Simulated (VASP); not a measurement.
Set up this calculation in VASP 6.6.1, as the native input.

* Task: single point
* Functional: PBE
* Potentials or basis: VASP PAW PBE potentials, release 64 (Ga_d)
* Cutoff: 520 eV
* k mesh: 10 × 10 × 10
* Occupations: fermi-dirac, width 0.05 eV
* Spin: no spin polarisation
* Dipole correction: no
* Further INCAR settings: ALGO = Normal; EDIFF = 1e-06; NBANDS = 12

The structure of Ga lies in POSCAR:

```
Ga
1.0
    2.7697578399      0.0000000000      0.0000000000
    0.0000000000      2.7697578399      0.0000000000
    0.0000000000      0.0000000000      2.7697578399
Ga
1
Direct
    0.0000000000      0.0000000000      0.0000000000
```

One way to write it, as run:

INCAR

```
ALGO     = Normal         # electronic algorithm
EDIFF    = 1E-6           # SCF threshold, eV
ENCUT    = 520            # plane-wave cutoff, eV
GGA      = PE             # functional
ISIF     = 2              # what is computed and relaxed
ISMEAR   = -1             # smearing method
LASPH    = True           # aspherical terms in the spheres
LCHARG   = False          # write CHGCAR
LREAL    = False          # projectors in reciprocal space
LWAVE    = False          # write WAVECAR
NBANDS   = 12             # bands
NELM     = 80             # most SCF steps
PREC     = Accurate       # precision mode
SIGMA    = 0.05           # smearing width, eV
```

KPOINTS

```
k-points
0
Gamma
  10 10 10
```

Potentials or basis: VASP PAW PBE potentials, release 64 (Ga_d).

The run is started by

```bash
$ cat potpaw_PBE.64/Ga_d/POTCAR > POTCAR
$ mpirun -np 1 vasp_std > vasp.out
```

It gave:

```yaml
Pressure: -2.0 GPa
```

Run time: 10 s on 1 thread of AMD EPYC 7R43 64-Core Processor (Zen 3), on a shared host, peak memory 0.11 GiB.
